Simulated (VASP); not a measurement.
Set up this calculation in VASP 6.6.1, as the native input.

```
Task                   : single point
Functional             : r2SCAN
Potentials or basis    : VASP PAW PBE potentials, release 64 (Au)
Cutoff                 : 520 eV
k mesh                 : 16 × 16 × 10
Occupations            : gaussian, width 0.1 eV
Spin                   : no spin polarisation
Dipole correction      : no
Further INCAR settings : ALGO = Normal; EDIFF = 1e-06; NBANDS = 18
```

Crystal: Au.

```
CELL_PARAMETERS angstrom
1.39661 -2.49571 0.00000
1.39661 2.49571 0.00000
0.00000 0.00000 4.74395
ATOMIC_POSITIONS crystal
Au 0.66303 0.33697 0.25000
Au 0.33697 0.66303 0.75000
```

This cell differs from its parent crystal: volume scaled by 0.94, then relaxed in part.

These files were run (other wordings do the same):

POSCAR

```
Au
1.0
    1.3966074212     -2.4957137423      0.0000000000
    1.3966074212      2.4957137423      0.0000000000
    0.0000000000      0.0000000000      4.7439455245
Au
2
Direct
    0.6630332042      0.3369667958      0.2500000000
    0.3369667958      0.6630332042      0.7500000000
```

INCAR.step1

```
SYSTEM = Au
PREC = Accurate
ENCUT = 520
ISMEAR = 0
SIGMA = 0.1
LREAL = .False.
LASPH = .True.
NELM = 60
NBANDS = 18
GGA = PE
ALGO = Normal
EDIFF = 1E-4
LWAVE = .True.
LCHARG = .False.
```

INCAR.step2

```
SYSTEM = Au
PREC = Accurate
ENCUT = 520
EDIFF = 1E-6
ISMEAR = 0
SIGMA = 0.1
LREAL = .False.
LASPH = .True.
NELM = 60
ALGO = Normal
ISIF = 2
LWAVE = .False.
LCHARG = .False.
METAGGA = R2SCAN
LMIXTAU = .True.
NBANDS = 18
ISTART = 1
```

KPOINTS

```
Automatic mesh
0
Gamma
  16 16 10
  0 0 0
```

Potentials or basis: VASP PAW PBE potentials, release 64 (Au).

Launch:

```bash
$ cat potpaw_PBE.64/Au/POTCAR > POTCAR
$ cp INCAR.step1 INCAR
$ mpirun -np 1 vasp_std > vasp.out
$ cp INCAR.step2 INCAR
$ mpirun -np 1 vasp_std > vasp.out
```

Results of the run:

The pressure is 11.6 GPa and the band gap on the k mesh is zero (band 11 reaches 14.15 eV, above the bottom of band 12 at 6.95 eV).

Caveat: the PAW data sets were made with another functional, which shifts forces and pressure a little; spin-orbit coupling is left out, which moves the levels of the heavy elements.

Wall time 17 min on 1 thread of Oxide Virtual Turin-like Processor (shared host), peak memory 0.3 GiB.
